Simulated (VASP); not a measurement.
# WSe2 in VASP: single point with LDA

Aim: the single point of WSe2 with LDA.

Everything below comes from runs of VASP 6.6.1. Logs are shortened: lines on timing, memory, paths and dates and some standing lists are left out, and cuts for length are marked.

### 1 The cell of the first run

The cell holds a slab with vacuum, 3 atoms: a = 3.247 Å, b = 3.247 Å, c = 16.660 Å, α = 90.00°, β = 90.00°, γ = 120.00°.

### 2 Single point, LDA

INCAR

```
  ALGO = Normal
  EDIFF = 1E-6
  ENCUT = 520
  GGA = CA
  ISIF = 2
  ISMEAR = 0
  LASPH = True
  LCHARG = False
  LREAL = False
  LWAVE = False
  NBANDS = 20
  NELM = 100
  PREC = Accurate
  SIGMA = 0.05
```

KPOINTS

```
k-points
0
Gamma
  9 9 2
```

POSCAR

```
WSe2
1.0
    3.2473878100      0.0000000000      0.0000000000
   -1.6236939050      2.8123203394      0.0000000000
    0.0000000000      0.0000000000     16.6603124568
W Se
1 2
Direct
    0.0000000000      0.0000000000      0.0000000000
    0.3333333333      0.6666666667      0.0999280284
    0.3333333333      0.6666666667      0.9000719716
```

Potentials or basis: VASP PAW LDA potentials, release 64 (W_sv, Se).

Run with:

```sh
cat potpaw_LDA.64/W_sv/POTCAR potpaw_LDA.64/Se/POTCAR > POTCAR
mpirun -np 1 vasp_std > vasp.out
```

OUTCAR:

```text
EDIFF = 1E-6
   ENCUT = 520
   GGA = CA
   ISIF = 2
   ISMEAR = 0
   LASPH = True
   LREAL = False
   NELM = 100
   PREC = Accurate

 ion  position               nearest neighbor table
   1  0.000  0.000  0.000-   2 2.51   3 2.51   2 2.51   3 2.51   2 2.51   3 2.51
   2  0.333  0.667  0.100-   1 2.51   1 2.51   1 2.51
   3  0.333  0.667  0.900-   1 2.51   1 2.51   1 2.51

  LATTYP: Found a hexagonal cell.
 ALAT       =     3.2473878100
 C/A-ratio  =     5.1303735284

  Lattice vectors:

 A1 = (   3.2473878100,   0.0000000000,   0.0000000000)
 A2 = (  -1.6236939050,   2.8123203394,   0.0000000000)
 A3 = (   0.0000000000,   0.0000000000,  16.6603124568)

Analysis of symmetry for initial positions (statically):
=====================================================================
 Subroutine PRICEL returns:
 Original cell was already a primitive cell.

 Routine SETGRP: Setting up the symmetry group for a
 hexagonal supercell.

 Subroutine GETGRP returns: Found 12 space group operations
 (whereof 12 operations were pure point group operations)
 out of a pool of 24 trial point group operations.

The static configuration has the point symmetry D_3h.

Analysis of symmetry for dynamics (positions and initial velocities):
=====================================================================
 Subroutine PRICEL returns:
 Original cell was already a primitive cell.

 Routine SETGRP: Setting up the symmetry group for a
 hexagonal supercell.

 Subroutine GETGRP returns: Found 12 space group operations
 (whereof 12 operations were pure point group operations)
 out of a pool of 24 trial point group operations.

The dynamic configuration has the point symmetry D_3h.

 Subroutine INISYM returns: Found 12 space group operations
 (whereof 12 operations are pure point group operations),
 and found     1 'primitive' translations

----------------------------------------------------------------------------------------

                                     Primitive cell

  volume of cell :     152.1535

  direct lattice vectors                    reciprocal lattice vectors
[... 79 lines left out ...]
   PREC   = accura    normal or accurate (medium, high low for compatibility)
   ISTART =      0    job   : 0-new  1-cont  2-samecut
   ICHARG =      2    charge: 1-file 2-atom 10-const
   ISPIN  =      1    spin polarized calculation?
   LNONCOLLINEAR =      F non collinear calculations
   LSORBIT =      F    spin-orbit coupling
   LASPH  =      T    aspherical Exc in radial PAW
   ENCUT  =  520.0 eV  38.22 Ry    6.18 a.u.   6.04  6.04 30.98*2*pi/ulx,y,z
   NELM   =    100;   NELMIN=  2; NELMDL= -5     # of ELM steps
   EDIFF  = 0.1E-05   stopping-criterion for ELM
   LREAL  =      F    real-space projection
   EDIFFG = 0.1E-04   stopping-criterion for IOM
   NSW    =      0    number of steps for IOM
   IBRION =     -1    ionic relax: 0-MD 1-quasi-New 2-CG
   NFREE  =      0    steps in history (QN), initial steepest desc. (CG)
   ISIF   =      2    stress and relaxation
   ISYM   =      2    0-nonsym 1-usesym 2-fastsym
   POTIM  = 0.5000    time-step for ionic-motion
   TEBEG  =    0.0;   TEEND  =   0.0 temperature during run
   PSTRESS=    0.0 pullay stress
   NELECT =      26.0000    total number of electrons
   NUPDOWN=      -1.0000    fix difference up-down
   EMIN   =  10.00;   EMAX   =-10.00  energy-range for DOS
   EFERMI =   0.00;   METHOD = LEGACY
   ISMEAR =     0;   SIGMA  =   0.05  broadening in eV -4-tet -1-fermi 0-gaus
   EFERMI_NEDOS =   21; number of points for ismear=-14 and -15
   IALGO  =     38    algorithm
   IMIX   =      4    mixing-type and parameters
     AMIX     =   0.40;   BMIX     =  1.00
     AMIX_MAG =   1.60;   BMIX_MAG =  1.00
  volume/ion in A,a.u.               =      50.72       342.26
  Fermi-wavevector in a.u.,A,eV,Ry     =   0.908459  1.716738 11.228854  0.825297
  Thomas-Fermi vector in A             =   2.032388
   LORBIT       =      0    0 simple, 1 ext, 2 COOP (PROOUT), +10 PAW based schemes
   GGA     = CA    functional components
   LHFCALC =     F    Hartree Fock is set to
   AEXX    =    0.0000 exact exchange contribution
   IVDW    =     0    specifies the selected vdW correction
   LEPSILON=     F    determine dielectric tensor
   LRPA    =     F    only Hartree local field effects (RPA)
 non-spin polarized calculation
 Gauss-broadening in eV      SIGMA  =   0.05
  energy-cutoff  :      520.00
  volume of cell :      152.15
 maximum number of plane-waves:      4140
   NGX = 13   NGY = 13   NGZ = 61

 number of electron      25.9999998 magnetization

 Free energy of the ion-electron system (eV)
  ---------------------------------------------------
  ext. energy  EPLUGINS =         0.00000000
  ---------------------------------------------------
  free energy    TOTEN  =       -24.12379651 eV

  energy without entropy =      -24.12379651  energy(sigma->0) =      -24.12379651

 E-fermi :  -0.6446     XC(G=0):  -4.9560

 val. band max:       -0.8671737018   @ k =   0.3333   0.3333   0.0000
 cond. band min:       0.8806750246   @ k =   0.3333   0.3333   0.0000
 fundamental gap:      1.7478487264
 Fermi energy:        -0.6446177475

 k-point     1 :       0.0000    0.0000    0.0000
  band No.  band energies     occupation
      1     -74.3440      2.00000
      2     -38.8956      2.00000
      3     -38.7167      2.00000
      4     -38.7167      2.00000
      5     -15.8401      2.00000
      6     -14.5050      2.00000
[... 541 lines left out ...]
     19       5.7748      0.00000
     20       7.8238      0.00000

------------------------ aborting loop because EDIFF is reached ----------------------------------------

  FORCE on cell =-STRESS in cart. coord.  units (eV):
  Direction    XX          YY          ZZ          XY          YZ          ZX
  --------------------------------------------------------------------------------------
  -------------------------------------------------------------------------------------
  Total        0.2561549      0.2561549      0.3366452     -0.0000000      0.0000000      0.0000000
  in kB        2.6973119      2.6973119      3.5448749     -0.0000000      0.0000000      0.0000000
  external PRESSURE =       2.9798329 kB  Pullay stress =       0.0000000 kB

 VOLUME and BASIS-vectors are now :
 -----------------------------------------------------------------------------
  energy-cutoff  :      520.00
  volume of cell :      152.15
      direct lattice vectors                 reciprocal lattice vectors
     3.247387810  0.000000000  0.000000000     0.307939815  0.177789135  0.000000000
    -1.623693905  2.812320339  0.000000000     0.000000000  0.355578270  0.000000000
     0.000000000  0.000000000 16.660312457     0.000000000  0.000000000  0.060022884

 POSITION                                       TOTAL-FORCE (eV/Angst)
 -----------------------------------------------------------------------------------
      0.00000      0.00000      0.00000        -0.000000      0.000000      0.000000
     -0.00000      1.87488      1.66483         0.000000      0.000000      0.104670
     -0.00000      1.87488     14.99548         0.000000     -0.000000     -0.104670
 -----------------------------------------------------------------------------------
    total drift:                               -0.000000      0.000000     -0.000000

  FREE ENERGIE OF THE ION-ELECTRON SYSTEM (eV)
  ---------------------------------------------------
  free  energy   TOTEN  =       -24.1237965088 eV

  energy  without entropy=      -24.1237965088  energy(sigma->0) =      -24.12379651
```

OSZICAR:

```text
N       E                     dE             d eps       ncg     rms          rms(c)
DAV:   1     0.168891779270E+03    0.16889E+03   -0.12138E+04  1152   0.111E+03
DAV:   2    -0.120339429146E+02   -0.18093E+03   -0.17538E+03  1236   0.261E+02
DAV:   3    -0.248751555267E+02   -0.12841E+02   -0.12743E+02  1304   0.638E+01
[... 13 lines left out ...]
DAV:  17    -0.241237703908E+02   -0.30926E-04   -0.11226E-06   900   0.341E-03    0.248E-03
DAV:  18    -0.241237912921E+02   -0.20901E-04   -0.11585E-06   900   0.333E-03    0.521E-04
DAV:  19    -0.241237945679E+02   -0.32758E-05   -0.11779E-07   836   0.974E-04    0.486E-04
DAV:  20    -0.241237963097E+02   -0.17418E-05   -0.59362E-08   772   0.691E-04    0.455E-04
DAV:  21    -0.241237965088E+02   -0.19904E-06   -0.60083E-09   696   0.285E-04
   1 F= -.24123797E+02 E0= -.24123797E+02  d E =-.173147E-11
```

stdout:

```text
POSCAR found type information on POSCAR W Se
 POSCAR found :  2 types and       3 ions
 scaLAPACK will be used
 LDA part: xc-table for (Slater(with rela. corr.)+CA(PZ))
 , standard interpolation
 POSCAR, INCAR and KPOINTS ok, starting setup
 FFT: planning ... GRIDC
 FFT: planning ... GRID_SOFT
 FFT: planning ... GRID
 WAVECAR not read
 entering main loop
```

Wall time 2.3 min (1 thread of AMD EPYC 7R13, shared host); peak memory 0.21 GiB.

Results:

```yaml
Free_energy: -24.1238 eV
Largest_force: 0.105 eV/Å
Band_gap_on_the_k_mesh: 1.75 eV, direct
```

Forces in eV/Å, atoms in the order of the input:
```
W    0.000  0.000  0.000
Se   0.000  0.000  0.105
Se   0.000  0.000 -0.105
```

Levels at points of the mesh, in eV from the valence-band top:
```csv
k point,band 9,band 10,band 11,band 12,band 13,band 14,band 15,band 16,band 17,band 18
"(0.00, 0.00, 0.00)",-2.36,-2.26,-1.16,-1.16,-0.44,3.15,3.15,3.36,3.36,4.47
"(0.00, 0.00, 0.50)",-2.36,-2.26,-1.16,-1.16,-0.44,3.15,3.15,3.36,3.36,4.53
```

Caveat: spin-orbit coupling is left out, which moves the levels of the heavy elements.
